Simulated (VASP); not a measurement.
# SrO (P1) in VASP: single point with r2SCAN

Aim: the single point of SrO with r2SCAN.

All numbers are computed with VASP 6.6.1; they aren't measurements. Logs are shortened: lines on timing, memory, paths and dates and some standing lists are left out, and cuts for length are marked.

### Step 1. The cell of the first run

The typed cell holds 16 atoms: a = 7.898 Å, b = 7.898 Å, c = 7.898 Å, α = 60.00°, β = 60.00°, γ = 60.00°.

### Step 2. Single point, r2SCAN

Contents of POSCAR:

```
SrO
1.0
    0.0000000000      5.5845610339      5.5845610339
    5.5845610339      0.0000000000      5.5845610339
    5.5845610339      5.5845610339      0.0000000000
Sr O
8 8
Direct
    0.0046726143     -0.0009763525     -0.0083570579
   -0.0083080836      0.0017725655      0.5007526971
   -0.0041845724      0.5026056628      0.0078942642
   -0.0049715635      0.4960069347      0.5083835565
    0.5004882180      0.0052285220     -0.0098686360
    0.5035163879     -0.0018248525      0.4993960999
    0.5003147934      0.4981293038      0.0003034258
    0.5035941917      0.5029757009      0.4992975246
    0.1362969256      0.1173726092      0.1277374346
    0.1289672538      0.1092824479      0.6184605162
    0.1239605039      0.6242376041      0.1352446496
    0.1185706443      0.6402229250      0.6108023494
    0.6402103009      0.1066036339      0.1217629274
    0.6306841269      0.1310468263      0.6357667108
    0.6215760700      0.6219415419      0.1270713124
    0.6264485210      0.6278373499      0.6351928072
```

Contents of INCAR.step1:

```
PREC = Accurate ; ENCUT = 520
ISMEAR = -1 ; SIGMA = 0.086
LREAL = Auto ; LASPH = True
NELM = 100 ; NBANDS = 78
GGA = PE ; ALGO = Normal
EDIFF = 1E-4 ; LWAVE = True
LCHARG = False
```

Contents of INCAR.step2:

```
PREC = Accurate ; ENCUT = 520
EDIFF = 1E-6 ; ISMEAR = -1
SIGMA = 0.086 ; LREAL = Auto
LASPH = True ; NELM = 100
ALGO = Normal ; ISIF = 2
LWAVE = False ; LCHARG = True
METAGGA = R2SCAN ; LMIXTAU = True
LELF = True ; LVHAR = True
NBANDS = 78 ; ISTART = 1
```

Contents of KPOINTS:

```
Automatic mesh
0
Gamma
  2 2 2
```

Potentials or basis: VASP PAW PBE potentials, release 64 (Sr_sv, O).

The run is started by

```sh
cat potpaw_PBE.64/Sr_sv/POTCAR potpaw_PBE.64/O/POTCAR > POTCAR
cp INCAR.step1 INCAR
mpirun -np 1 vasp_std > vasp.out
cp INCAR.step2 INCAR
mpirun -np 1 vasp_std > vasp.out
```

OUTCAR:

```text
PREC = Accurate
   ENCUT = 520
   EDIFF = 1E-6
   ISMEAR = -1
   LREAL = Auto
   LASPH = True
   NELM = 100
   ISIF = 2
   METAGGA = R2SCAN
   ISTART = 1

 ion  position               nearest neighbor table
   1  0.005  0.999  0.992-  13 2.35  10 2.41  11 2.42   9 2.49   4 3.87   3 3.89   6 3.91   2 3.92
                             5 3.93   7 3.94   7 3.96   5 3.96   2 3.98   6 3.98   3 4.01   4 4.03
   2  0.992  0.002  0.501-  12 2.33  14 2.33  10 2.34   9 2.41   5 3.87   6 3.88   8 3.91   1 3.92
                             3 3.92   4 3.95   4 3.95   3 3.97   1 3.98   8 3.99   6 4.02   5 4.03
   3  0.996  0.503  0.008-  15 2.41  11 2.43   9 2.49  12 2.56   8 3.88   1 3.89   4 3.92   2 3.92
                             7 3.94   5 3.94   5 3.96   7 3.96   4 3.97   2 3.97   1 4.01   8 4.01
   4  0.995  0.496  0.508-  16 2.38  12 2.39  11 2.41  10 2.50   1 3.87   8 3.89   7 3.90   3 3.92
                             6 3.92   2 3.95   2 3.95   6 3.97   3 3.97   7 4.00   8 4.01   1 4.03
   5  0.500  0.005  0.990-  14 2.29   9 2.35  13 2.41  15 2.47   2 3.87   6 3.89   8 3.90   7 3.93
                             1 3.93   3 3.94   3 3.96   1 3.96   7 3.97   8 3.99   6 4.01   2 4.03
   6  0.504  0.998  0.499-  16 2.39  10 2.42  13 2.44  14 2.56   2 3.88   5 3.89   8 3.91   1 3.91
                             4 3.92   7 3.95   7 3.95   4 3.97   1 3.98   8 3.99   5 4.01   2 4.02
   7  0.500  0.498  0.000-  16 2.36  15 2.40  11 2.43  13 2.53   4 3.90   8 3.93   5 3.93   1 3.94
                             3 3.94   6 3.95   6 3.95   3 3.96   1 3.96   5 3.97   8 3.97   4 4.00
   8  0.504  0.503  0.499-  14 2.40  15 2.40  16 2.47  12 2.49   3 3.88   4 3.89   5 3.90   2 3.91
                             6 3.91   7 3.93   7 3.97   6 3.99   2 3.99   5 3.99   4 4.01   3 4.01
   9  0.136  0.117  0.128-   5 2.35   2 2.41   3 2.49   1 2.49
  10  0.129  0.109  0.618-   2 2.34   1 2.41   6 2.42   4 2.50
  11  0.124  0.624  0.135-   4 2.41   1 2.42   7 2.43   3 2.43
  12  0.119  0.640  0.611-   2 2.33   4 2.39   8 2.49   3 2.56
  13  0.640  0.107  0.122-   1 2.35   5 2.41   6 2.44   7 2.53
  14  0.631  0.131  0.636-   5 2.29   2 2.33   8 2.40   6 2.56
  15  0.622  0.622  0.127-   7 2.40   8 2.40   3 2.41   5 2.47
  16  0.626  0.628  0.635-   7 2.36   4 2.38   6 2.39   8 2.47

  LATTYP: Found a face centered cubic cell.
 ALAT       =    11.1691220678

  Lattice vectors:

 A1 = (   0.0000000000,   5.5845610339,   5.5845610339)
 A2 = (   5.5845610339,   0.0000000000,   5.5845610339)
 A3 = (   5.5845610339,   5.5845610339,   0.0000000000)

Analysis of symmetry for initial positions (statically):
=====================================================================
 Subroutine PRICEL returns:
 Original cell was already a primitive cell.

 Routine SETGRP: Setting up the symmetry group for a
 face centered cubic supercell.

 Subroutine GETGRP returns: Found  1 space group operations
 (whereof  1 operations were pure point group operations)
 out of a pool of 48 trial point group operations.

The static configuration has the point symmetry C_1 .

Analysis of symmetry for dynamics (positions and initial velocities):
=====================================================================
 Subroutine PRICEL returns:
 Original cell was already a primitive cell.

 Routine SETGRP: Setting up the symmetry group for a
 face centered cubic supercell.

 Subroutine GETGRP returns: Found  1 space group operations
 (whereof  1 operations were pure point group operations)
 out of a pool of 48 trial point group operations.

The dynamic configuration has the point symmetry C_1 .

 Subroutine INISYM returns: Found  1 space group operations
 (whereof  1 operations are pure point group operations),
 and found     1 'primitive' translations

----------------------------------------------------------------------------------------

                                     Primitive cell

  volume of cell :     348.3350

  direct lattice vectors                    reciprocal lattice vectors
     0.000000000  5.584561034  5.584561034    -0.089532552  0.089532552  0.089532552
     5.584561034  0.000000000  5.584561034     0.089532552 -0.089532552  0.089532552
     5.584561034  5.584561034  0.000000000     0.089532552  0.089532552 -0.089532552

  length of vectors
     7.897761954  7.897761954  7.897761954     0.155074929  0.155074929  0.155074929

  position of ions in fractional coordinates (direct lattice)
     0.004672614  0.999023648  0.991642942
     0.991691916  0.001772565  0.500752697
     0.995815428  0.502605663  0.007894264
     0.995028437  0.496006935  0.508383557
     0.500488218  0.005228522  0.990131364
     0.503516388  0.998175147  0.499396100
[... 8 lines left out ...]
     0.621576070  0.621941542  0.127071312
     0.626448521  0.627837350  0.635192807

  ion indices of the primitive-cell ions
   primitive index   ion index
                 1           1
                 2           2
                 3           3
                 4           4
                 5           5
                 6           6
[... 8 lines left out ...]
                15          15
                16          16

----------------------------------------------------------------------------------------

 KPOINTS: Automatic mesh

Automatic generation of k-mesh.
 Grid dimensions read from file:
 generate k-points for:    2    2    2

 Generating k-lattice:

  Cartesian coordinates                     Fractional coordinates (reciprocal lattice)
    -0.044766276  0.044766276  0.044766276     0.500000000  0.000000000  0.000000000
     0.044766276 -0.044766276  0.044766276     0.000000000  0.500000000  0.000000000
     0.044766276  0.044766276 -0.044766276     0.000000000  0.000000000  0.500000000

  Length of vectors
     0.077537464  0.077537464  0.077537464

  Shift w.r.t. Gamma in fractional coordinates (k-lattice)
     0.000000000  0.000000000  0.000000000

 Subroutine IBZKPT returns following result:
 ===========================================

 Found      8 irreducible k-points:

 Following reciprocal coordinates:
            Coordinates               Weight
  0.000000  0.000000  0.000000      1.000000
  0.500000  0.000000  0.000000      1.000000
  0.000000  0.500000  0.000000      1.000000
  0.000000  0.000000  0.500000      1.000000
  0.500000  0.500000  0.500000      1.000000
  0.500000  0.500000  0.000000      1.000000
  0.000000  0.500000  0.500000      1.000000
  0.500000  0.000000  0.500000      1.000000
   k-points           NKPTS =      8   k-points in BZ     NKDIM =      8   number of bands    NBANDS=     78
   number of dos      NEDOS =    301   number of ions     NIONS =     16
   total plane-waves  NPLWV = 216000
   dimension x,y,z NGX =    60 NGY =   60 NGZ =   60
   dimension x,y,z NGXF=   120 NGYF=  120 NGZF=  120
   ions per type =               8   8
   NGX,Y,Z   is equivalent  to a cutoff of  12.63, 12.63, 12.63 a.u.
   NGXF,Y,Z  is equivalent  to a cutoff of  25.26, 25.26, 25.26 a.u.
 SYSTEM =  unknown system
   PREC   = accura    normal or accurate (medium, high low for compatibility)
   ISTART =      1    job   : 0-new  1-cont  2-samecut
   ICHARG =      0    charge: 1-file 2-atom 10-const
   ISPIN  =      1    spin polarized calculation?
   LNONCOLLINEAR =      F non collinear calculations
   LSORBIT =      F    spin-orbit coupling
   LASPH  =      T    aspherical Exc in radial PAW
   ENCUT  =  520.0 eV  38.22 Ry    6.18 a.u.  14.68 14.68 14.68*2*pi/ulx,y,z
   NELM   =    100;   NELMIN=  2; NELMDL=  0     # of ELM steps
   EDIFF  = 0.1E-05   stopping-criterion for ELM
   LREAL  =      T    real-space projection
   EDIFFG = 0.1E-04   stopping-criterion for IOM
   NSW    =      0    number of steps for IOM
   IBRION =     -1    ionic relax: 0-MD 1-quasi-New 2-CG
   NFREE  =      0    steps in history (QN), initial steepest desc. (CG)
   ISIF   =      2    stress and relaxation
   ISYM   =      2    0-nonsym 1-usesym 2-fastsym
   POTIM  = 0.5000    time-step for ionic-motion
   TEBEG  =    0.0;   TEEND  =   0.0 temperature during run
   PSTRESS=    0.0 pullay stress
   NELECT =     128.0000    total number of electrons
   NUPDOWN=      -1.0000    fix difference up-down
   EMIN   =  10.00;   EMAX   =-10.00  energy-range for DOS
   EFERMI =   0.00;   METHOD = LEGACY
   ISMEAR =    -1;   SIGMA  =   0.09  broadening in eV -4-tet -1-fermi 0-gaus
   EFERMI_NEDOS =   21; number of points for ismear=-14 and -15
   IALGO  =     38    algorithm
   IMIX   =      4    mixing-type and parameters
     AMIX     =   0.40;   BMIX     =  1.00
     AMIX_MAG =   1.60;   BMIX_MAG =  1.00
  volume/ion in A,a.u.               =      21.77       146.92
  Fermi-wavevector in a.u.,A,eV,Ry     =   1.172589  2.215872 18.707531  1.374965
  Thomas-Fermi vector in A             =   2.309015
   LORBIT       =      0    0 simple, 1 ext, 2 COOP (PROOUT), +10 PAW based schemes
   METAGGA = R2SCAN    functional components
   LHFCALC =     F    Hartree Fock is set to
   AEXX    =    0.0000 exact exchange contribution
   IVDW    =     0    specifies the selected vdW correction
   LEPSILON=     F    determine dielectric tensor
   LRPA    =     F    only Hartree local field effects (RPA)
 non-spin polarized calculation
  energy-cutoff  :      520.00
  volume of cell :      348.34
 maximum number of plane-waves:      9390
 NGX is ok and might be reduce to    60
   NGX = 29   NGY = 29   NGZ = 29

 number of electron     128.0000000 magnetization

 Free energy of the ion-electron system (eV)
  ---------------------------------------------------
  ext. energy  EPLUGINS =         0.00000000
  ---------------------------------------------------
  free energy    TOTEN  =      -212.66408860 eV

  energy without entropy =     -212.66408842  energy(sigma->0) =     -212.66408851

 E-fermi :   1.5414     XC(G=0):  -9.1292

 val. band max:        0.0227346420   @ k =   0.0000   0.5000   0.5000
 cond. band min:       2.8537465804   @ k =   0.0000   0.0000   0.0000
 fundamental gap:      2.8310119384
 Fermi energy:         1.5414174204

 k-point     1 :       0.0000    0.0000    0.0000
  band No.  band energies     occupation
      1     -33.5950      2.00000
      2     -33.5168      2.00000
      3     -33.4535      2.00000
      4     -33.3537      2.00000
      5     -33.2778      2.00000
      6     -33.1953      2.00000
[... 621 lines left out ...]
     75       6.2528      0.00000
     76       6.3668      0.00000
 [bands above 76 left out]

------------------------ aborting loop because EDIFF is reached ----------------------------------------

  FORCE on cell =-STRESS in cart. coord.  units (eV):
  Direction    XX          YY          ZZ          XY          YZ          ZX
  --------------------------------------------------------------------------------------
  -------------------------------------------------------------------------------------
  Total        1.6901799      1.4550113      1.8851701     -0.1363740      0.1888419     -1.6506565
  in kB        7.7740331      6.6923684      8.6708965     -0.6272561      0.8685839     -7.5922442
  external PRESSURE =       7.7124327 kB  Pullay stress =       0.0000000 kB

 VOLUME and BASIS-vectors are now :
 -----------------------------------------------------------------------------
  energy-cutoff  :      520.00
  volume of cell :      348.34
      direct lattice vectors                 reciprocal lattice vectors
     0.000000000  5.584561034  5.584561034    -0.089532552  0.089532552  0.089532552
     5.584561034  0.000000000  5.584561034     0.089532552 -0.089532552  0.089532552
     5.584561034  5.584561034  0.000000000     0.089532552  0.089532552 -0.089532552

 POSITION                                       TOTAL-FORCE (eV/Angst)
 -----------------------------------------------------------------------------------
     11.11700      5.56399      5.60520         0.073175      0.505506      0.046970
      2.80638      8.33465      5.54806        -0.499266      0.038583      0.430521
      2.85092      5.60528      8.36802        -0.412530     -0.109927      0.151697
      5.60908      8.39590      8.32678        -0.294144      0.166944      0.254019
      5.55865      8.32446      2.82421         0.271313      0.874207     -0.557624
      8.36328      5.60083      8.38629         0.053423     -0.085486      0.204463
[... 8 lines left out ...]
      4.18291      4.18087      6.94450        -0.129144      0.185480      0.143540
      7.05347      7.04571      7.00464        -0.204501     -0.362966     -0.116162
 -----------------------------------------------------------------------------------
    total drift:                               -0.003891     -0.001493      0.001452

  FREE ENERGIE OF THE ION-ELECTRON SYSTEM (eV)
  ---------------------------------------------------
  free  energy   TOTEN  =      -212.6640885982 eV

  energy  without entropy=     -212.6640884170  energy(sigma->0) =     -212.66408851
```

Run time: 39 min. Hardware: 1 thread of Intel Xeon 8259CL, shared host; peak memory 0.62 GiB.

Results:

- Free energy: -212.6641 eV
- Pressure: 0.8 GPa
- Largest force: 1.236 eV/Å
- Band gap on the k mesh: 2.83 eV

Forces on the atoms (eV/Å):
```
Sr   0.073  0.506  0.047
Sr  -0.499  0.039  0.431
Sr  -0.413 -0.110  0.152
Sr  -0.294  0.167  0.254
Sr   0.271  0.874 -0.558
Sr   0.053 -0.085  0.204
Sr   0.135  0.352 -0.397
Sr   0.403 -0.348 -0.085
O    0.240 -0.921  0.069
O    0.491  0.294  0.590
O   -0.271 -0.183 -0.116
O   -0.149  0.980 -0.576
O    0.611 -0.199  0.089
O   -0.317 -1.187 -0.131
O   -0.129  0.185  0.144
O   -0.205 -0.363 -0.116
```

Caveat: the k points lie up to 0.49 Å⁻¹ apart; the atoms stand as in a frame of molecular dynamics; the structure was generated, so it needn't be the stable form of SrO; the PAW data sets were made with another functional, which shifts forces and pressure a little.
